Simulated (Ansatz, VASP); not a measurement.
SnO2: VASP beside Ansatz

File INCAR:

```
PREC = Accurate
ENCUT = 600
EDIFF = 1E-6
ISMEAR = 0
SIGMA = 0.02
LREAL = F
LASPH = T
NELM = 120
ALGO = Normal
ISIF = 2
LWAVE = F
LCHARG = F
GGA = CA
NBANDS = 35
GGA_COMPAT = F
```

File KPOINTS:

```
Automatic mesh
0
Gamma
  6 6 8
```

POSCAR

```
SnO2
1.0
    4.7880040000      0.0000000000      0.0000000000
    0.0000000000      4.8665820000      0.0000000000
    0.0000000000      0.0000000000      3.2408980000
Sn O
2 4
Direct
    0.5000000000      0.5000000000      0.5000000000
    0.0000000000      0.0000000000      0.0000000000
    0.2918550000      0.3210420000      0.0000000000
    0.7918550000      0.1789580000      0.5000000000
    0.2081450000      0.8210420000      0.5000000000
    0.7081450000      0.6789580000      0.0000000000
```

Input for Ansatz:

```yaml
crystal:
  lattice:
    - [4.788004, 0.0, 0.0]
    - [0.0, 4.866582, 0.0]
    - [0.0, 0.0, 3.240898]
  atoms:
    - { symbol: Sn, position: [0.5, 0.5, 0.5] }
    - { symbol: Sn, position: [0.0, 0.0, 0.0] }
    - { symbol: O, position: [0.291855, 0.321042, 0.0] }
    - { symbol: O, position: [0.791855, 0.178958, 0.5] }
    - { symbol: O, position: [0.208145, 0.821042, 0.5] }
    - { symbol: O, position: [0.708145, 0.678958, 0.0] }
basis:
  ecutwfc: 420
kpoints:
  mp_grid: { grid: [6, 6, 8] }
hamiltonian:
  xc: lda
scf:
  occupations: { method: gaussian, width: 0.02 }
output:
  forces: true
  stress: true
  eigenvalues: true
  populations: true
```

Alike in both runs: task single point; functional LDA; k mesh 6 × 6 × 8; occupations gaussian, width 0.02 eV; no spin polarisation.

|  | VASP | Ansatz |
| --- | --- | --- |
| version | VASP 6.6.1 | Ansatz 0.2.0 |
| potentials or method | VASP PAW LDA potentials, release 64 (Sn_d, O), cutoff 600 eV | scalar-relativistic, plane waves, PAW |
| valence electrons in the cell | 52 | 52 |

```csv
,VASP,Ansatz,Ansatz less VASP
gap on the k mesh at the Fermi level (eV),0.71,0.68,-0.022
least direct gap on the mesh (eV),0.71,0.68,-0.022
pressure (GPa),-10.6,-11.2,-0.63
"traceless stress, the component that is largest in VASP (GPa)",-1.03,-1.30,-0.262
rms of the force components (eV/Å),0.072,0.080,+0.0084
```

LDA's correlation is that of Perdew and Zunger in VASP and of Perdew and Wang (1992) in Ansatz. Atom by atom the forces differ by 0.010 eV/Å (rms over components).
